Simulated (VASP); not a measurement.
Wanted: the native input for a VASP 6.6.1 run.

```
Task                   : single point
Functional             : LDA
Potentials or basis    : VASP PAW LDA potentials, release 64 (Zn)
Cutoff                 : 520 eV
k mesh                 : 7 × 7 × 4
Occupations            : methfessel-paxton, width 0.1 eV
Spin                   : no spin polarisation
Dipole correction      : no
Further INCAR settings : ALGO = Normal; EDIFF = 1e-06; NBANDS = 19
```

The structure of Zn lies in POSCAR:

```
Zn
1.0
    2.5614631784      0.0000000000      0.0000000000
   -1.2807315892      2.2182921833      0.0000000000
    0.0000000000      0.0000000000      4.7823431941
Zn
2
Direct
    0.3333333333      0.6666666667      0.2500000000
    0.6666666667      0.3333333333      0.7500000000
```

The input as run:

INCAR

```
ALGO     = Normal         # electronic algorithm
EDIFF    = 1E-6           # SCF threshold, eV
ENCUT    = 520            # plane-wave cutoff, eV
GGA      = CA             # functional
ISIF     = 2              # what is computed and relaxed
ISMEAR   = 1              # smearing method
LASPH    = True           # aspherical terms in the spheres
LCHARG   = False          # write CHGCAR
LREAL    = False          # projectors in reciprocal space
LWAVE    = False          # write WAVECAR
NBANDS   = 19             # bands
NELM     = 80             # most SCF steps
PREC     = Accurate       # precision mode
SIGMA    = 0.1            # smearing width, eV
```

KPOINTS

```
k-points
0
Gamma
  7 7 4
```

Potentials or basis: VASP PAW LDA potentials, release 64 (Zn).

The run is started by

```sh
$ cat potpaw_LDA.64/Zn/POTCAR > POTCAR
$ mpirun -np 1 vasp_std > vasp.out
```

Results of the run:

```
Pressure               : 0.7 GPa
Band gap on the k mesh : zero (band 12 reaches 5.28 eV, above the bottom of band 13 at 0.68 eV)
```

Caveat: the k points lie up to 0.40 Å⁻¹ apart.

It took 4.7 s on 1 thread of Intel(R) Xeon(R) 6975P-C (Granite Rapids) (shared host), peak memory 0.12 GiB.
